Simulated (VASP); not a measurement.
Set up this calculation in VASP 6.6.1, as the native input.

```yaml
Task: relaxation of cell and atoms
Functional: LDA
Potentials_or_basis: VASP PAW LDA potentials, release 64 (Ti_sv, B)
Cutoff: 600 eV
k_mesh: 13 × 13 × 10
Occupations: fermi-dirac, width 0.15 eV
Spin: no spin polarisation
Dipole_correction: no
Further_INCAR_settings: ALGO = Normal; EDIFF = 1e-06; IBRION = 2; EDIFFG = -0.03; NSW = 80; ISIF = 3
```

The structure of TiB2 lies in POSCAR:

```
TiB2
1.0
    3.0292000000      0.0000000000      0.0000000000
   -1.5146000000      2.6233641500      0.0000000000
    0.0000000000      0.0000000000      3.2284000000
Ti B
1 2
Direct
    0.0000000000      0.0000000000      0.0000000000
    0.3333333333      0.6666666667      0.5000000000
    0.6666666667      0.3333333333      0.5000000000
```

These files were run (other wordings do the same):

INCAR

```
SYSTEM = TiB2
PREC     = Accurate       ! precision mode
ENCUT    = 600            ! plane-wave cutoff, eV
EDIFF    = 1E-6           ! SCF threshold, eV
ISMEAR   = -1             ! smearing method
SIGMA    = 0.15           ! smearing width, eV
LREAL    = .FALSE.        ! projectors in reciprocal space
LASPH    = .TRUE.         ! aspherical terms in the spheres
NELM     = 60             ! most SCF steps
ALGO     = Normal         ! electronic algorithm
ISIF     = 3              ! what is computed and relaxed
LWAVE    = .FALSE.        ! write WAVECAR
LCHARG   = .FALSE.        ! write CHGCAR
GGA      = CA             ! functional
IBRION   = 2              ! ionic algorithm
NSW      = 80             ! ionic steps
EDIFFG   = -0.03          ! ionic threshold
```

KPOINTS

```
Automatic mesh
0
G
  13 13 10
  0 0 0
```

Potentials or basis: VASP PAW LDA potentials, release 64 (Ti_sv, B).

Launch:

```console
$ cat potpaw_LDA.64/Ti_sv/POTCAR potpaw_LDA.64/B/POTCAR > POTCAR
$ mpirun -np 1 vasp_std > vasp.out
```

It gave:

```json
{
  "Relaxed volume": "8.19 Å³/atom",
  "Relaxed cell": "a = 2.995 Å, b = 2.995 Å, c = 3.162 Å, α = 90.00°, β = 90.00°, γ = 120.00°",
  "Space group after relaxing (to 0.1 Å)": "P6/mmm (No. 191)",
  "Energy gained by relaxing": "12.6 meV/atom",
  "Ionic steps": "5",
  "Pressure after relaxing": "0.2 GPa",
  "Band gap on the k mesh": "zero (bands 9 and 10 overlap by 0.56 eV)"
}
```

It took 63 s on 1 thread of Intel(R) Xeon(R) 6975P-C (Granite Rapids), on a shared host, peak memory 0.18 GiB.
